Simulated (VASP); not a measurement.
# MgO (I4mm) in VASP: further runs

The runs below take MgO through single point, with PBE.

Program: VASP 6.6.1. These are calculated values, not measurements. Logs are shortened: lines on timing, memory, paths and dates and some standing lists are left out, and cuts for length are marked.

**1. The cell of the first run**

It takes space group I4mm (No. 107, tetragonal). Conventional cell: a = 2.983 Å, b = 2.983 Å, c = 4.219 Å, α = 90.00°, β = 90.00°, γ = 90.00°. Within 2.3 Å of Mg (site symmetry 4mm) lie 5 O at 1.76 to 2.14 Å. Within 2.3 Å of O (site symmetry 4mm) lie 5 Mg at 1.76 to 2.14 Å.

**2. Single point, PBE**

INCAR

```
SYSTEM = MgO
PREC     = Accurate       ! precision mode
ENCUT    = 600            ! plane-wave cutoff, eV
EDIFF    = 1E-6           ! SCF threshold, eV
ISMEAR   = 0              ! smearing method
SIGMA    = 0.05           ! smearing width, eV
LREAL    = .False.        ! projectors in reciprocal space
LASPH    = .True.         ! aspherical terms in the spheres
NELM     = 120            ! most SCF steps
ALGO     = Normal         ! electronic algorithm
ISIF     = 2              ! what is computed and relaxed
LWAVE    = .False.        ! write WAVECAR
LCHARG   = .True.         ! write CHGCAR
GGA      = PE             ! functional
LELF     = .True.         ! ELF
LVHAR    = .True.       
NBANDS   = 11             ! bands
GGA_COMPAT= .False.
```

KPOINTS

```
Automatic mesh
0
Gamma
  10 10 10
  0 0 0
```

POSCAR

```
MgO
1.0
    0.0000000000      2.1095627621      2.1095627621
    2.1095627621      0.0000000000      2.1095627621
    2.1095627621      2.1095627621      0.0000000000
Mg O
1 1
Direct
    0.0332654605      0.0332654605     -0.0332654605
    0.4494645280      0.4494645280      0.5505354720
```

Potentials or basis: VASP PAW PBE potentials, release 64 (Mg, O).

Run with:

```bash
cat potpaw_PBE.64/Mg/POTCAR potpaw_PBE.64/O/POTCAR > POTCAR
mpirun -np 1 vasp_std > vasp.out
```

OUTCAR:

```text
SYSTEM = MgO
   PREC = Accurate
   ENCUT = 600
   EDIFF = 1E-6
   ISMEAR = 0
   LREAL = .False.
   LASPH = .True.
   NELM = 120
   ISIF = 2
   GGA = PE

 ion  position               nearest neighbor table
   1  0.033  0.033  0.967-   2 1.76   2 2.14   2 2.14   2 2.14   2 2.14   2 2.46
   2  0.449  0.449  0.551-   1 1.76   1 2.14   1 2.14   1 2.14   1 2.14   1 2.46

  LATTYP: Found a face centered cubic cell.
 ALAT       =     4.2191255242

  Lattice vectors:

 A1 = (   0.0000000000,   2.1095627621,   2.1095627621)
 A2 = (   2.1095627621,   0.0000000000,   2.1095627621)
 A3 = (   2.1095627621,   2.1095627621,   0.0000000000)

Analysis of symmetry for initial positions (statically):
=====================================================================
 Subroutine PRICEL returns:
 Original cell was already a primitive cell.

 Routine SETGRP: Setting up the symmetry group for a
 face centered cubic supercell.

 Subroutine GETGRP returns: Found  8 space group operations
 (whereof  8 operations were pure point group operations)
 out of a pool of 48 trial point group operations.

The static configuration has the point symmetry C_4v.

Analysis of symmetry for dynamics (positions and initial velocities):
=====================================================================
 Subroutine PRICEL returns:
 Original cell was already a primitive cell.

 Routine SETGRP: Setting up the symmetry group for a
 face centered cubic supercell.

 Subroutine GETGRP returns: Found  8 space group operations
 (whereof  8 operations were pure point group operations)
 out of a pool of 48 trial point group operations.

The dynamic configuration has the point symmetry C_4v.

 Subroutine INISYM returns: Found  8 space group operations
 (whereof  8 operations are pure point group operations),
 and found     1 'primitive' translations

----------------------------------------------------------------------------------------

                                     Primitive cell

  volume of cell :      18.7762

  direct lattice vectors                    reciprocal lattice vectors
     0.000000000  2.109562762  2.109562762    -0.237015940  0.237015940  0.237015940
     2.109562762  0.000000000  2.109562762     0.237015940 -0.237015940  0.237015940
     2.109562762  2.109562762  0.000000000     0.237015940  0.237015940 -0.237015940

  length of vectors
     2.983372269  2.983372269  2.983372269     0.410523649  0.410523649  0.410523649

  position of ions in fractional coordinates (direct lattice)
     0.033265460  0.033265460  0.966734540
     0.449464528  0.449464528  0.550535472

  ion indices of the primitive-cell ions
   primitive index   ion index
                 1           1
                 2           2

----------------------------------------------------------------------------------------

 KPOINTS: Automatic mesh

Automatic generation of k-mesh.
 Grid dimensions read from file:
 generate k-points for:   10   10   10

 Generating k-lattice:

  Cartesian coordinates                     Fractional coordinates (reciprocal lattice)
    -0.023701594  0.023701594  0.023701594     0.100000000  0.000000000  0.000000000
     0.023701594 -0.023701594  0.023701594     0.000000000  0.100000000  0.000000000
     0.023701594  0.023701594 -0.023701594     0.000000000  0.000000000  0.100000000

  Length of vectors
     0.041052365  0.041052365  0.041052365

  Shift w.r.t. Gamma in fractional coordinates (k-lattice)
     0.000000000  0.000000000  0.000000000

 Subroutine IBZKPT returns following result:
 ===========================================

 Found    102 irreducible k-points:

 Following reciprocal coordinates:
            Coordinates               Weight
  0.000000  0.000000  0.000000      1.000000
  0.100000  0.000000  0.000000      8.000000
  0.200000  0.000000  0.000000      8.000000
  0.300000  0.000000  0.000000      8.000000
  0.400000  0.000000  0.000000      8.000000
  0.500000  0.000000  0.000000      4.000000
[... 16 lines left out ...]
 -0.100000  0.100000  0.000000      4.000000
  0.000000 -0.100000  0.100000      8.000000
 [... further k-points ...]
   k-points           NKPTS =    102   k-points in BZ     NKDIM =    102   number of bands    NBANDS=     11
   number of dos      NEDOS =    301   number of ions     NIONS =      2
   total plane-waves  NPLWV =  13824
   dimension x,y,z NGX =    24 NGY =   24 NGZ =   24
   dimension x,y,z NGXF=    48 NGYF=   48 NGZF=   48
   ions per type =               1   1
   NGX,Y,Z   is equivalent  to a cutoff of  13.37, 13.37, 13.37 a.u.
   NGXF,Y,Z  is equivalent  to a cutoff of  26.75, 26.75, 26.75 a.u.
 SYSTEM =  MgO
   PREC   = accura    normal or accurate (medium, high low for compatibility)
   ISTART =      0    job   : 0-new  1-cont  2-samecut
   ICHARG =      2    charge: 1-file 2-atom 10-const
   ISPIN  =      1    spin polarized calculation?
   LNONCOLLINEAR =      F non collinear calculations
   LSORBIT =      F    spin-orbit coupling
   LASPH  =      T    aspherical Exc in radial PAW
   ENCUT  =  600.0 eV  44.10 Ry    6.64 a.u.   5.96  5.96  5.96*2*pi/ulx,y,z
   NELM   =    120;   NELMIN=  2; NELMDL= -5     # of ELM steps
   EDIFF  = 0.1E-05   stopping-criterion for ELM
   LREAL  =      F    real-space projection
   EDIFFG = 0.1E-04   stopping-criterion for IOM
   NSW    =      0    number of steps for IOM
   IBRION =     -1    ionic relax: 0-MD 1-quasi-New 2-CG
   NFREE  =      0    steps in history (QN), initial steepest desc. (CG)
   ISIF   =      2    stress and relaxation
   ISYM   =      2    0-nonsym 1-usesym 2-fastsym
   POTIM  = 0.5000    time-step for ionic-motion
   TEBEG  =    0.0;   TEEND  =   0.0 temperature during run
   PSTRESS=    0.0 pullay stress
   NELECT =       8.0000    total number of electrons
   NUPDOWN=      -1.0000    fix difference up-down
   EMIN   =  10.00;   EMAX   =-10.00  energy-range for DOS
   EFERMI =   0.00;   METHOD = LEGACY
   ISMEAR =     0;   SIGMA  =   0.05  broadening in eV -4-tet -1-fermi 0-gaus
   EFERMI_NEDOS =   21; number of points for ismear=-14 and -15
   IALGO  =     38    algorithm
   IMIX   =      4    mixing-type and parameters
     AMIX     =   0.40;   BMIX     =  1.00
     AMIX_MAG =   1.60;   BMIX_MAG =  1.00
  volume/ion in A,a.u.               =       9.39        63.35
  Fermi-wavevector in a.u.,A,eV,Ry     =   1.231882  2.327919 20.647287  1.517533
  Thomas-Fermi vector in A             =   2.366674
   LORBIT       =      0    0 simple, 1 ext, 2 COOP (PROOUT), +10 PAW based schemes
   GGA     = PE    functional components
   LHFCALC =     F    Hartree Fock is set to
   AEXX    =    0.0000 exact exchange contribution
   IVDW    =     0    specifies the selected vdW correction
   LEPSILON=     F    determine dielectric tensor
   LRPA    =     F    only Hartree local field effects (RPA)
 non-spin polarized calculation
 Gauss-broadening in eV      SIGMA  =   0.05
  energy-cutoff  :      600.00
  volume of cell :       18.78
 maximum number of plane-waves:       636
   NGX = 11   NGY = 11   NGZ = 11

 number of electron       7.9999998 magnetization

 Free energy of the ion-electron system (eV)
  ---------------------------------------------------
  ext. energy  EPLUGINS =         0.00000000
  ---------------------------------------------------
  free energy    TOTEN  =       -11.40872528 eV

  energy without entropy =      -11.40872528  energy(sigma->0) =      -11.40872528

 E-fermi :   3.2667     XC(G=0): -11.0067

 val. band max:        3.0235845316   @ k =   0.0000   0.0000   0.0000
 cond. band min:       7.6761379067   @ k =   0.0000   0.0000   0.0000
 fundamental gap:      4.6525533751
 Fermi energy:         3.2666625075

 k-point     1 :       0.0000    0.0000    0.0000
  band No.  band energies     occupation
      1     -14.1437      2.00000
      2       2.9072      2.00000
      3       3.0236      2.00000
      4       3.0236      2.00000
      5       7.6761      0.00000
      6      19.1339      0.00000
      7      19.4002      0.00000
      8      19.4002      0.00000
      9      22.5405      0.00000
     10      24.6681      0.00000
     11      24.9605      0.00000

 k-point     2 :       0.1000    0.0000    0.0000
  band No.  band energies     occupation
      1     -14.0416      2.00000
      2       2.3136      2.00000
      3       2.9433      2.00000
      4       2.9682      2.00000
      5       8.2914      0.00000
      6      17.7999      0.00000
      7      19.4877      0.00000
      8      19.5842      0.00000
      9      23.8834      0.00000
     10      23.9461      0.00000
     11      24.6475      0.00000

 k-point     3 :       0.2000    0.0000    0.0000
  band No.  band energies     occupation
      1     -13.7615      2.00000
      2       1.0600      2.00000
      3       2.7969      2.00000
      4       2.8270      2.00000
      5       9.4923      0.00000
      6      16.1385      0.00000
      7      19.7374      0.00000
      8      19.8644      0.00000
      9      23.3075      0.00000
     10      23.6103      0.00000
     11      25.5272      0.00000

 k-point     4 :       0.3000    0.0000    0.0000
  band No.  band energies     occupation
      1     -13.3851      2.00000
      2      -0.1951      2.00000
      3       2.6260      2.00000
      4       2.6597      2.00000
      5      10.4905      0.00000
      6      15.2476      0.00000
      7      19.7283      0.00000
      8      19.7418      0.00000
      9      23.7925      0.00000
     10      23.9567      0.00000
     11      25.2642      0.00000
[... 239 lines left out ...]
 k-point    22 :       0.0000   -0.2000    0.1000
  band No.  band energies     occupation
      1     -13.5692      2.00000
      2       0.5736      2.00000
      3       2.3990      2.00000
      4       2.7765      2.00000
      5      10.2025      0.00000
      6      15.5910      0.00000
      7      18.8439      0.00000
      8      20.5905      0.00000
      9      22.7071      0.00000
     10      24.3369      0.00000
     11      26.0730      0.00000

 k-point    23 :      -0.1000    0.1000    0.0000
  band No.  band energies     occupation
      1     -13.8814      2.00000
      2       1.5943      2.00000
      3       2.7278      2.00000
      4       2.9386      2.00000
      5       9.1341      0.00000
      6      16.6144      0.00000
      7      19.4308      0.00000
      8      19.8646      0.00000
      9      22.5979      0.00000
     10      24.1487      0.00000
     11      26.2023      0.00000

 k-point    24 :       0.0000   -0.1000    0.1000
  band No.  band energies     occupation
      1     -13.8806      2.00000
      2       1.6495      2.00000
      3       2.7051      2.00000
      4       2.9129      2.00000
      5       9.0551      0.00000
      6      16.7098      0.00000
      7      19.3352      0.00000
      8      19.9997      0.00000
      9      23.0906      0.00000
     10      24.2026      0.00000
     11      25.6479      0.00000

 [... further k-points ...]

------------------------ aborting loop because EDIFF is reached ----------------------------------------

  FORCE on cell =-STRESS in cart. coord.  units (eV):
  Direction    XX          YY          ZZ          XY          YZ          ZX
  --------------------------------------------------------------------------------------
  -------------------------------------------------------------------------------------
  Total        0.0253195      0.0253195      6.0764691      0.0000000      0.0000000      0.0000000
  in kB        2.1605238      2.1605238    518.5068889      0.0000000      0.0000000      0.0000000
  external PRESSURE =     174.2759788 kB  Pullay stress =       0.0000000 kB

 VOLUME and BASIS-vectors are now :
 -----------------------------------------------------------------------------
  energy-cutoff  :      600.00
  volume of cell :       18.78
      direct lattice vectors                 reciprocal lattice vectors
     0.000000000  2.109562762  2.109562762    -0.237015940  0.237015940  0.237015940
     2.109562762  0.000000000  2.109562762     0.237015940 -0.237015940  0.237015940
     2.109562762  2.109562762  0.000000000     0.237015940  0.237015940 -0.237015940

 POSITION                                       TOTAL-FORCE (eV/Angst)
 -----------------------------------------------------------------------------------
      2.10956      2.10956      0.14035         0.000000      0.000000     -3.854125
      2.10956      2.10956      1.89635         0.000000      0.000000      3.854125
 -----------------------------------------------------------------------------------
    total drift:                                0.000000      0.000000     -0.000280

  FREE ENERGIE OF THE ION-ELECTRON SYSTEM (eV)
  ---------------------------------------------------
  free  energy   TOTEN  =       -11.4087252752 eV

  energy  without entropy=      -11.4087252752  energy(sigma->0) =      -11.40872528
```

Wall time 14 s (1 thread of Intel Xeon Platinum 8259CL at 2.50GHz (Skylake/Cascade Lake), shared host); peak memory 0.15 GiB.

Results:

| Quantity | Value |
| --- | --- |
| Free energy | -11.4087 eV |
| Pressure | 17.4 GPa |
| Largest force | 3.854 eV/Å |
| Band gap on the k mesh | 4.65 eV, direct |

Forces on the atoms (eV/Å):
```
Mg   0.000  0.000 -3.854
O    0.000  0.000  3.854
```

Stress tensor (GPa, compression positive):
```
 0.22  0.00  0.00
 0.00  0.22  0.00
 0.00  0.00 51.85
```

Caveat: forces of over 1 eV/Å act on the atoms, so gaps and moduli don't describe the material at rest. PBE gaps usually lie below the measured ones, often by a third to a half.

(Continued in part 2 of 2.)
